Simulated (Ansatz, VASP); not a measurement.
This is a calculation of B for Ansatz 0.2.0.

input.yaml

```yaml
crystal:
  lattice:
    - [2.3303638209, 0.0, 0.0]
    - [0.0, 2.3303638209, 0.0]
    - [0.0, 0.0, 1.5751467934]
  atoms:
    - { symbol: B, position: [0.5, 0.5, 0.5] }
hamiltonian:
  xc: pbe
  pseudopotentials: { kind: paw, azcp: { folder: soft_1 } }
kpoints:
  mp_grid: { grid: [11, 11, 16] }
scf:
  occupations: { method: fermi_dirac, width: 0.05 }
output:
  forces: true
  stress: true
  eigenvalues: true
```

Potentials or basis: Ansatz PAW soft_1.

Run with:

```console
$ ansatz run input.yaml --threads 1 --pin off --max-ram 3584MiB --backend cpu --events-out ev --progress --plain --runs-dir out
```

Task: Translate it to VASP 6.6.1. Potentials there: VASP PAW PBE potentials, release 64 (B).

Result: As run (the cutoff follows the program's own potentials):

Contents of INCAR:

```
SYSTEM = B
PREC = Accurate
ENCUT = 500
EDIFF = 1E-6
ISMEAR = -1
SIGMA = 0.05
LREAL = .False.
LASPH = .True.
NELM = 120
ALGO = Normal
ISIF = 2
LWAVE = .False.
LCHARG = .False.
GGA = PE
NBANDS = 8
GGA_COMPAT = .False.
```

Contents of KPOINTS:

```
Automatic mesh
0
Gamma
  11 11 16
  0 0 0
```

The input POSCAR:

```
B
1.0
    2.3303638209      0.0000000000      0.0000000000
    0.0000000000      2.3303638209      0.0000000000
    0.0000000000      0.0000000000      1.5751467934
B
1
Direct
    0.5000000000      0.5000000000      0.5000000000
```

Potentials or basis: VASP PAW PBE potentials, release 64 (B).

Launch:

```bash
$ cat potpaw_PBE.64/B/POTCAR > POTCAR
$ mpirun -np 1 vasp_std > vasp.out
```

Both were run:

|  | VASP | Ansatz | Ansatz less VASP |
| --- | --- | --- | --- |
| gap on the k mesh at the Fermi level (eV) | none | none | - |
| pressure (GPa) | 3.2 | 3.2 | +0.02 |
| traceless stress, the component that is largest in VASP (GPa) | 6.32 | 6.34 | +0.012 |

A gap of «none» marks a metal or a gap that the smearing closes. With one functional, cell and mesh, what is left measures potentials, basis and numerics.
